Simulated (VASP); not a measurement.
# SiNi2 (P6_3/mmc) in VASP: further runs

The runs below take SiNi2 through single point, relaxation of cell and atoms, with r2SCAN.

All numbers are computed with VASP 6.6.1; they aren't measurements. Logs are shortened: lines on timing, memory, paths and dates and some standing lists are left out, and cuts for length are marked.

### Step 1. The cell of the first run

It takes space group P6_3/mmc (No. 194, hexagonal). Conventional cell: a = 3.870 Å, b = 3.870 Å, c = 4.927 Å, α = 90.00°, β = 90.00°, γ = 120.00°. Within 3.0 Å of Si (site symmetry -6m2) lie 11 Ni at 2.23 to 2.55 Å. Ni (site symmetry -3m) has 8 Ni at 2.46 to 2.55 Å and 6 Si at 2.55 Å within 3.3 Å. Within 3.0 Å of Ni (site symmetry -6m2) lie 5 Si at 2.23 to 2.46 Å and 6 Ni at 2.55 Å.

### Step 2. Single point, r2SCAN

POSCAR reads:

```
SiNi2
1.0
    3.8695455034      0.0000000000      0.0000000000
   -1.9347727517      3.3511247070      0.0000000000
    0.0000000000      0.0000000000      4.9268111706
Si Ni
2 4
Direct
    0.3333333333      0.6666666667      0.7500000000
    0.6666666667      0.3333333333      0.2500000000
    0.0000000000      0.0000000000      0.0000000000
    0.0000000000      0.0000000000      0.5000000000
    0.3333333333      0.6666666667      0.2500000000
    0.6666666667      0.3333333333      0.7500000000
```

INCAR.step1 reads:

```
SYSTEM = SiNi2
ALGO = Normal
EDIFF = 1E-4
ENCUT = 520
GGA = PE
ISMEAR = 0
LASPH = .TRUE.
LCHARG = .FALSE.
LREAL = .FALSE.
LWAVE = .TRUE.
NBANDS = 33
NELM = 60
PREC = Accurate
SIGMA = 0.15
```

INCAR.step2 reads:

```
SYSTEM = SiNi2
ALGO = Normal
EDIFF = 1E-6
ENCUT = 520
ISIF = 2
ISMEAR = 0
ISTART = 1
LASPH = .TRUE.
LCHARG = .FALSE.
LMIXTAU = .TRUE.
LREAL = .FALSE.
LWAVE = .FALSE.
METAGGA = R2SCAN
NBANDS = 33
NELM = 60
PREC = Accurate
SIGMA = 0.15
```

KPOINTS reads:

```
k-points
0
G
  12 12 10
  0 0 0
```

Potentials or basis: VASP PAW PBE potentials, release 64 (Si, Ni).

The run is started by

```bash
> cat potpaw_PBE.64/Si/POTCAR potpaw_PBE.64/Ni/POTCAR > POTCAR
> cp INCAR.step1 INCAR
> mpirun -np 1 vasp_std > vasp.out
> cp INCAR.step2 INCAR
> mpirun -np 1 vasp_std > vasp.out
```

OUTCAR:

```text
SYSTEM = SiNi2
   EDIFF = 1E-6
   ENCUT = 520
   ISIF = 2
   ISMEAR = 0
   ISTART = 1
   LASPH = .TRUE.
   LREAL = .FALSE.
   METAGGA = R2SCAN
   NELM = 60
   PREC = Accurate

 ion  position               nearest neighbor table
   1  0.333  0.667  0.750-   6 2.23   6 2.23   6 2.23   5 2.46   5 2.46   3 2.55   4 2.55   4 2.55
                             3 2.55   4 2.55   3 2.55
   2  0.667  0.333  0.250-   5 2.23   5 2.23   5 2.23   6 2.46   6 2.46   3 2.55   4 2.55   3 2.55
                             4 2.55   3 2.55   4 2.55
   3  0.000  0.000  0.000-   4 2.46   4 2.46   1 2.55   5 2.55   6 2.55   2 2.55   1 2.55   5 2.55
                             2 2.55   6 2.55   2 2.55   6 2.55   1 2.55   5 2.55
   4  0.000  0.000  0.500-   3 2.46   3 2.46   1 2.55   5 2.55   6 2.55   2 2.55   1 2.55   5 2.55
                             2 2.55   6 2.55   2 2.55   6 2.55   1 2.55   5 2.55
   5  0.333  0.667  0.250-   2 2.23   2 2.23   2 2.23   1 2.46   1 2.46   3 2.55   4 2.55   4 2.55
                             3 2.55   4 2.55   3 2.55
   6  0.667  0.333  0.750-   1 2.23   1 2.23   1 2.23   2 2.46   2 2.46   3 2.55   4 2.55   3 2.55
                             4 2.55   3 2.55   4 2.55

  LATTYP: Found a hexagonal cell.
 ALAT       =     3.8695455034
 C/A-ratio  =     1.2732273509

  Lattice vectors:

 A1 = (   3.8695455034,   0.0000000000,   0.0000000000)
 A2 = (  -1.9347727517,   3.3511247070,   0.0000000000)
 A3 = (   0.0000000000,   0.0000000000,   4.9268111706)

Analysis of symmetry for initial positions (statically):
=====================================================================
 Subroutine PRICEL returns:
 Original cell was already a primitive cell.

 Routine SETGRP: Setting up the symmetry group for a
 hexagonal supercell.

 Subroutine GETGRP returns: Found 24 space group operations
 (whereof 12 operations were pure point group operations)
 out of a pool of 24 trial point group operations.

The static configuration has the point symmetry D_3d.
 The point group associated with its full space group is D_6h.

Analysis of symmetry for dynamics (positions and initial velocities):
=====================================================================
 Subroutine PRICEL returns:
 Original cell was already a primitive cell.

 Routine SETGRP: Setting up the symmetry group for a
 hexagonal supercell.

 Subroutine GETGRP returns: Found 24 space group operations
 (whereof 12 operations were pure point group operations)
 out of a pool of 24 trial point group operations.

The dynamic configuration has the point symmetry D_3d.
[... 113 lines left out ...]
   NFREE  =      0    steps in history (QN), initial steepest desc. (CG)
   ISIF   =      2    stress and relaxation
   ISYM   =      2    0-nonsym 1-usesym 2-fastsym
   POTIM  = 0.5000    time-step for ionic-motion
   TEBEG  =    0.0;   TEEND  =   0.0 temperature during run
   PSTRESS=    0.0 pullay stress
   NELECT =      48.0000    total number of electrons
   NUPDOWN=      -1.0000    fix difference up-down
   EMIN   =  10.00;   EMAX   =-10.00  energy-range for DOS
   EFERMI =   0.00;   METHOD = LEGACY
   ISMEAR =     0;   SIGMA  =   0.15  broadening in eV -4-tet -1-fermi 0-gaus
   EFERMI_NEDOS =   21; number of points for ismear=-14 and -15
   IALGO  =     38    algorithm
   IMIX   =      4    mixing-type and parameters
     AMIX     =   0.40;   BMIX     =  1.00
     AMIX_MAG =   1.60;   BMIX_MAG =  1.00
  volume/ion in A,a.u.               =      10.65        71.86
  Fermi-wavevector in a.u.,A,eV,Ry     =   1.488275  2.812431 30.136380  2.214961
  Thomas-Fermi vector in A             =   2.601330
   LORBIT       =      0    0 simple, 1 ext, 2 COOP (PROOUT), +10 PAW based schemes
   METAGGA = R2SCAN    functional components
   LHFCALC =     F    Hartree Fock is set to
   AEXX    =    0.0000 exact exchange contribution
   IVDW    =     0    specifies the selected vdW correction
   LEPSILON=     F    determine dielectric tensor
   LRPA    =     F    only Hartree local field effects (RPA)
 non-spin polarized calculation
 Gauss-broadening in eV      SIGMA  =   0.15
  energy-cutoff  :      520.00
  volume of cell :       63.89
 maximum number of plane-waves:      1737
 NGX is ok and might be reduce to    30
   NGX = 15   NGY = 15   NGZ = 19

 number of electron      47.9999976 magnetization

 Free energy of the ion-electron system (eV)
  ---------------------------------------------------
  ext. energy  EPLUGINS =         0.00000000
  ---------------------------------------------------
  free energy    TOTEN  =       -68.27024343 eV

  energy without entropy =      -68.23214429  energy(sigma->0) =      -68.25119386

 E-fermi :  11.3396     XC(G=0): -14.1488

 val. band max:       11.3356733360   @ k =   0.3333   0.2500   0.1000
 cond. band min:      11.3520406127   @ k =   0.0833   0.0833   0.0000
 fundamental gap:      0.0163672766
 Fermi energy:        11.3395990500

 k-point     1 :       0.0000    0.0000    0.0000
  band No.  band energies     occupation
      1      -2.0455      2.00000
      2       2.7219      2.00000
      3       4.4257      2.00000
      4       5.9042      2.00000
      5       5.9042      2.00000
      6       7.1636      2.00000
[... 853 lines left out ...]
     32      18.8769      0.00000
     33      20.0631      0.00000

 [... further k-points ...]

------------------------ aborting loop because EDIFF is reached ----------------------------------------

  FORCE on cell =-STRESS in cart. coord.  units (eV):
  Direction    XX          YY          ZZ          XY          YZ          ZX
  --------------------------------------------------------------------------------------
  -------------------------------------------------------------------------------------
  Total        0.1490536      0.1490536      0.1173548      0.0000000      0.0000000      0.0000000
  in kB        3.7379773      3.7379773      2.9430332      0.0000000      0.0000000      0.0000000
  external PRESSURE =       3.4729959 kB  Pullay stress =       0.0000000 kB

 VOLUME and BASIS-vectors are now :
 -----------------------------------------------------------------------------
  energy-cutoff  :      520.00
  volume of cell :       63.89
      direct lattice vectors                 reciprocal lattice vectors
     3.869545503  0.000000000  0.000000000     0.258428283  0.149203639  0.000000000
    -1.934772752  3.351124707  0.000000000     0.000000000  0.298407277  0.000000000
     0.000000000  0.000000000  4.926811171     0.000000000  0.000000000  0.202971043

 POSITION                                       TOTAL-FORCE (eV/Angst)
 -----------------------------------------------------------------------------------
     -0.00000      2.23408      3.69511        -0.000000     -0.000000     -0.000000
      1.93477      1.11704      1.23170         0.000000      0.000000     -0.000000
      0.00000      0.00000      0.00000         0.000000      0.000000     -0.000000
      0.00000      0.00000      2.46341         0.000000      0.000000     -0.000000
     -0.00000      2.23408      1.23170        -0.000000      0.000000      0.000000
      1.93477      1.11704      3.69511         0.000000     -0.000000      0.000000
 -----------------------------------------------------------------------------------
    total drift:                                0.000000     -0.000000      0.000000

  FREE ENERGIE OF THE ION-ELECTRON SYSTEM (eV)
  ---------------------------------------------------
  free  energy   TOTEN  =       -68.2702434332 eV

  energy  without entropy=      -68.2321442936  energy(sigma->0) =      -68.25119386
```

OUTCAR.step1:

```text
SYSTEM = SiNi2
   EDIFF = 1E-4
   ENCUT = 520
   GGA = PE
   ISMEAR = 0
[... 1110 lines left out ...]
      0.00000      0.00000      0.00000        -0.000000     -0.000000      0.000000
      0.00000      0.00000      2.46341        -0.000000     -0.000000      0.000000
     -0.00000      2.23408      1.23170         0.000000     -0.000000      0.000000
      1.93477      1.11704      3.69511         0.000000     -0.000000      0.000000
 -----------------------------------------------------------------------------------
    total drift:                                0.000000     -0.000000     -0.000000

  FREE ENERGIE OF THE ION-ELECTRON SYSTEM (eV)
  ---------------------------------------------------
  free  energy   TOTEN  =       -35.7286092923 eV

  energy  without entropy=      -35.6890016329  energy(sigma->0) =      -35.70880546
```

Run time: 12 min. Hardware: 1 thread of Intel Xeon Platinum 8488C (Sapphire Rapids), shared host; peak memory 0.32 GiB.

Results:

```yaml
Free_energy: -68.2702 eV
Pressure: 0.3 GPa
Band_gap_on_the_k_mesh: zero (bands 24 and 25 overlap by 3.68 eV)
```

Levels at points of the mesh, in eV from the Fermi level:
| k point | band 21 | band 22 | band 23 | band 24 | band 25 | band 26 | band 27 | band 28 |
| --- | --- | --- | --- | --- | --- | --- | --- | --- |
| (0.00, 0.00, 0.00) | -0.66 | -0.66 | 0.10 | 2.87 | 2.87 | 2.97 | 2.97 | 3.13 |
| (0.50, 0.00, 0.00) | -1.38 | -1.28 | -1.10 | -0.72 | -0.61 | 1.35 | 1.92 | 3.22 |
| (0.00, 0.00, 0.50) | -1.32 | -1.32 | 2.50 | 2.50 | 3.47 | 3.47 | 3.47 | 3.47 |
| (0.50, 0.00, 0.50) | -1.33 | -1.33 | -0.96 | -0.96 | 0.99 | 0.99 | 3.17 | 3.17 |

Caveat: the PAW data sets were made with another functional, which shifts forces and pressure a little. Spin polarisation is off, so any magnetic state and its effect on volume and gap are missing.

### Step 3. Single point, r2SCAN (biaxial strain in the a-b plane: +4.0 %, then relaxed in part)

POSCAR: that of step 2 with these lines changed.

```diff
@@ -2,5 +2,5 @@
 1.0
-    3.8695455034      0.0000000000      0.0000000000
-   -1.9347727517      3.3511247070      0.0000000000
-    0.0000000000      0.0000000000      4.9268111706
+    4.0243273234      0.0000000000      0.0000000000
+   -2.0121636617      3.4851696952      0.0000000000
+    0.0000000000      0.0000000000      4.8196689330
 Si Ni
```

INCAR.step1 reads:

```
  PREC = Accurate
  ENCUT = 520
  ISMEAR = 0
  SIGMA = 0.1
  LREAL = False
  LASPH = True
  NELM = 80
  NBANDS = 33
  GGA = PE
  ALGO = Normal
  EDIFF = 1E-4
  LWAVE = True
  LCHARG = False
```

INCAR.step2 reads:

```
  PREC = Accurate
  ENCUT = 520
  EDIFF = 1E-6
  ISMEAR = 0
  SIGMA = 0.1
  LREAL = False
  LASPH = True
  NELM = 80
  ALGO = Normal
  ISIF = 2
  LWAVE = False
  LCHARG = False
  METAGGA = R2SCAN
  LMIXTAU = True
  NBANDS = 33
  ISTART = 1
```

KPOINTS reads:

```
Automatic mesh
0
Gamma
  12 12 8
```

Potentials or basis: VASP PAW PBE potentials, release 64 (Si, Ni).

The run is started by

```bash
> cat potpaw_PBE.64/Si/POTCAR potpaw_PBE.64/Ni/POTCAR > POTCAR
> cp INCAR.step1 INCAR
> mpirun -np 1 vasp_std > vasp.out
> cp INCAR.step2 INCAR
> mpirun -np 1 vasp_std > vasp.out
```

OUTCAR:

```text
PREC = Accurate
   ENCUT = 520
   EDIFF = 1E-6
   ISMEAR = 0
   LREAL = False
   LASPH = True
   NELM = 80
   ISIF = 2
   METAGGA = R2SCAN
   ISTART = 1

 ion  position               nearest neighbor table
   1  0.333  0.667  0.750-   6 2.32   6 2.32   6 2.32   5 2.41   5 2.41   3 2.62   4 2.62   4 2.62
                             3 2.62   4 2.62   3 2.62
   2  0.667  0.333  0.250-   5 2.32   5 2.32   5 2.32   6 2.41   6 2.41   3 2.62   4 2.62   3 2.62
                             4 2.62   3 2.62   4 2.62
   3  0.000  0.000  0.000-   4 2.41   4 2.41   1 2.62   5 2.62   6 2.62   2 2.62   1 2.62   5 2.62
                             2 2.62   6 2.62   2 2.62   6 2.62   1 2.62   5 2.62
   4  0.000  0.000  0.500-   3 2.41   3 2.41   1 2.62   5 2.62   6 2.62   2 2.62   1 2.62   5 2.62
[... 1080 lines left out ...]
  Total       -7.2403070     -7.2403070      0.0990736      0.0000000      0.0000000      0.0000000
  in kB     -171.6062613   -171.6062613      2.3481947      0.0000000      0.0000000      0.0000000
  external PRESSURE =    -113.6214426 kB  Pullay stress =       0.0000000 kB

 VOLUME and BASIS-vectors are now :
 -----------------------------------------------------------------------------
  energy-cutoff  :      520.00
  volume of cell :       67.60
      direct lattice vectors                 reciprocal lattice vectors
     4.024327323  0.000000000  0.000000000     0.248488734  0.143465037  0.000000000
    -2.012163662  3.485169695  0.000000000     0.000000000  0.286930074  0.000000000
     0.000000000  0.000000000  4.819668933     0.000000000  0.000000000  0.207483131

 POSITION                                       TOTAL-FORCE (eV/Angst)
 -----------------------------------------------------------------------------------
     -0.00000      2.32345      3.61475         0.000000      0.000000      0.000000
      2.01216      1.16172      1.20492        -0.000000     -0.000000      0.000000
      0.00000      0.00000      0.00000        -0.000000      0.000000      0.000000
      0.00000      0.00000      2.40983        -0.000000      0.000000      0.000000
     -0.00000      2.32345      1.20492        -0.000000      0.000000      0.000000
      2.01216      1.16172      3.61475         0.000000      0.000000      0.000000
 -----------------------------------------------------------------------------------
    total drift:                                0.000000     -0.000000      0.000000

  FREE ENERGIE OF THE ION-ELECTRON SYSTEM (eV)
  ---------------------------------------------------
  free  energy   TOTEN  =       -67.9697098047 eV

  energy  without entropy=      -67.9525968346  energy(sigma->0) =      -67.96115332
```

Wall time 20 min (1 thread of Intel Xeon 8259CL, shared host); peak memory 0.3 GiB.

What came out:

* Free energy: -67.9697 eV
* Pressure: -11.4 GPa
* Band gap on the k mesh: zero (bands 24 and 25 overlap by 2.95 eV)

Levels at points of the mesh, in eV from the Fermi level:
```csv
k point,band 20,band 21,band 22,band 23,band 24,band 25,band 26,band 27,band 28,band 29
"(0.00, 0.00, 0.00)",-1.16,-0.64,-0.64,0.31,2.38,2.42,2.42,2.48,2.48,3.18
"(0.50, 0.00, 0.00)",-1.34,-1.19,-1.07,-1.04,-0.66,-0.47,1.27,1.73,2.71,3.79
"(0.00, 0.00, 0.50)",-1.23,-1.23,-1.23,2.08,2.08,3.09,3.09,3.09,3.09,4.22
"(0.50, 0.00, 0.50)",-1.60,-1.24,-1.24,-0.85,-0.85,0.90,0.90,2.63,2.63,6.54
```

Caveat: the cell differs from its parent crystal (biaxial strain in the a-b plane: +4.0 %, then relaxed in part); the stress differs along the axes, from -17 to 0 GPa; the PAW data sets were made with another functional, which shifts forces and pressure a little.

### Step 4. Single point, r2SCAN (biaxial strain in the a-b plane: +6.0 %)

POSCAR: that of step 3 with these lines changed.

```diff
@@ -2,5 +2,5 @@
 1.0
-    4.0243273234      0.0000000000      0.0000000000
-   -2.0121636617      3.4851696952      0.0000000000
-    0.0000000000      0.0000000000      4.8196689330
+    4.1017182334      0.0000000000      0.0000000000
+   -2.0508591167      3.5521921893      0.0000000000
+    0.0000000000      0.0000000000      4.7494459346
 Si Ni
```

INCAR.step1 reads:

```
  ALGO = Normal
  EDIFF = 1E-4
  ENCUT = 520
  GGA = PE
  ISMEAR = 0
  LASPH = True
  LCHARG = False
  LREAL = False
  LWAVE = True
  NBANDS = 33
  NELM = 100
  PREC = Accurate
  SIGMA = 0.1
```

INCAR.step2 reads:

```
  ALGO = Normal
  EDIFF = 1E-7
  ENCUT = 520
  ISIF = 2
  ISMEAR = 0
  ISTART = 1
  LASPH = True
  LCHARG = False
  LMIXTAU = True
  LREAL = False
  LWAVE = False
  METAGGA = R2SCAN
  NBANDS = 33
  NELM = 100
  PREC = Accurate
  SIGMA = 0.1
```

KPOINTS reads:

```
k-points
0
Gamma
  12 12 8
```

The run is started by

```bash
> cat potpaw_PBE.64/Si/POTCAR potpaw_PBE.64/Ni/POTCAR > POTCAR
> cp INCAR.step1 INCAR
> mpirun -np 1 vasp_std > vasp.out
> cp INCAR.step2 INCAR
> mpirun -np 1 vasp_std > vasp.out
```

Wall time 13 min (1 thread of Intel Xeon 8259CL, shared host); peak memory 0.31 GiB.

It converged, with:

- Free energy: -67.6300 eV
- Pressure: -14.5 GPa
- Band gap on the k mesh: zero (bands 24 and 25 overlap by 2.57 eV)

Stress tensor (GPa, compression positive):
```
-23.20   0.00   0.00
  0.00 -23.20   0.00
  0.00   0.00   2.94
```

Levels at points of the mesh, in eV from the Fermi level:
| k point | band 20 | band 21 | band 22 | band 23 | band 24 | band 25 | band 26 | band 27 | band 28 | band 29 |
| --- | --- | --- | --- | --- | --- | --- | --- | --- | --- | --- |
| (0.00, 0.00, 0.00) | -1.02 | -0.61 | -0.61 | 0.42 | 2.05 | 2.22 | 2.22 | 2.26 | 2.26 | 2.96 |
| (0.50, 0.00, 0.00) | -1.20 | -1.15 | -1.03 | -0.91 | -0.62 | -0.40 | 1.27 | 1.64 | 2.50 | 3.76 |
| (0.00, 0.00, 0.50) | -1.20 | -1.20 | -1.20 | 1.79 | 1.79 | 2.93 | 2.93 | 2.93 | 2.93 | 4.07 |
| (0.50, 0.00, 0.50) | -1.54 | -1.21 | -1.21 | -0.80 | -0.80 | 0.87 | 0.87 | 2.38 | 2.38 | 6.78 |

Caveat: the cell differs from its parent crystal (biaxial strain in the a-b plane: +6.0 %); the stress differs along the axes, from -23 to 3 GPa; the PAW data sets were made with another functional, which shifts forces and pressure a little. Spin polarisation is off, so any magnetic state and its effect on volume and gap are missing.

(Part 1 of 2 ends here.)
